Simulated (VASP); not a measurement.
Crystal: CuPd.

```xyz
2
Lattice="3.0148 0.0000 0.0000 0.0000 3.0148 0.0000 0.0000 0.0000 3.0148" Properties=species:S:1:pos:R:3 pbc="T T T"
Cu    0.0000    0.0000    0.0000
Pd    1.5074    1.5074    1.5074
```

- Program: VASP 6.6.1
- Task: relaxation of cell and atoms
- Functional: LDA
- Potentials or basis: VASP PAW LDA potentials, release 64 (Cu_sv_GW, Pd_sv_GW)
- Cutoff: 820 eV
- k mesh: 14 × 14 × 14
- Occupations: gaussian, width 0.1 eV
- Spin: no spin polarisation

At the start: pressure -14.4 GPa; volume 13.70 Å³/atom.

How do energy, volume and symmetry change on relaxing?

Over 7 steps the energy falls by 54.7 meV/atom and the volume is 12.59 Å³/atom (-8.1 %); space group Pm-3m (No. 221, to 0.1 Å) before and after.

The path:
| step | energy change (eV) | largest force (eV/Å) | pressure (GPa) | volume (Å³) |
| --- | --- | --- | --- | --- |
| 1 | 0.0000 | 0.0000 | -14.45 | 27.40 |
| 2 | 0.0725 | 0.0000 | 26.75 | 22.79 |
| 3 | -0.1094 | 0.0000 | -0.42 | 25.23 |
| 4 | -0.1095 | 0.0000 | -0.14 | 25.19 |
| 5 | -0.1095 | 0.0000 | 0.20 | 25.14 |
| 6 | -0.1095 | 0.0000 | -0.16 | 25.19 |
| 7 | -0.1095 | 0.0000 | -0.04 | 25.17 |

Final structure:
```xyz
2
Lattice="2.9307 0.0000 0.0000 0.0000 2.9307 0.0000 0.0000 0.0000 2.9307" Properties=species:S:1:pos:R:3 pbc="T T T"
Cu    0.0000    0.0000    2.9307
Pd    1.4654    1.4654    1.4654
```
